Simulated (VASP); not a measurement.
A run of VASP 6.6.1:

File INCAR:

```
SYSTEM = LiBe
  ALGO = Normal
  EDIFF = 1E-6
  ENCUT = 520
  GGA = PS
  ISIF = 2
  ISMEAR = 1
  LASPH = .True.
  LCHARG = .False.
  LREAL = .False.
  LWAVE = .False.
  NBANDS = 10
  NELM = 80
  PREC = Accurate
  SIGMA = 0.1
```

Contents of KPOINTS:

```
k-points
0
Gamma
  9 9 9
  0 0 0
```

POSCAR

```
LiBe
1.0
    2.8111530000      0.0000000000      0.0000000000
    0.0000000000      2.8111530000      0.0000000000
    0.0000000000      0.0000000000      2.8111530000
Li Be
1 1
Direct
    0.0000000000      0.0000000000      0.0000000000
    0.5000000000      0.5000000000      0.5000000000
```

Potentials or basis: VASP PAW PBE potentials, release 64 (Li_sv, Be).

Command:

```console
$ cat potpaw_PBE.64/Li_sv/POTCAR potpaw_PBE.64/Be/POTCAR > POTCAR
$ mpirun -np 1 vasp_std > vasp.out
```

Hardware: 1 thread of AMD EPYC 9R14 (Zen 4) (shared host).

How long does it take, and how much memory?

Run time: 4.1 s on 1 thread of AMD EPYC 9R14 (Zen 4), with other jobs on the host, peak memory 0.1 GiB. Counts: scf iterations 10, k points 35.
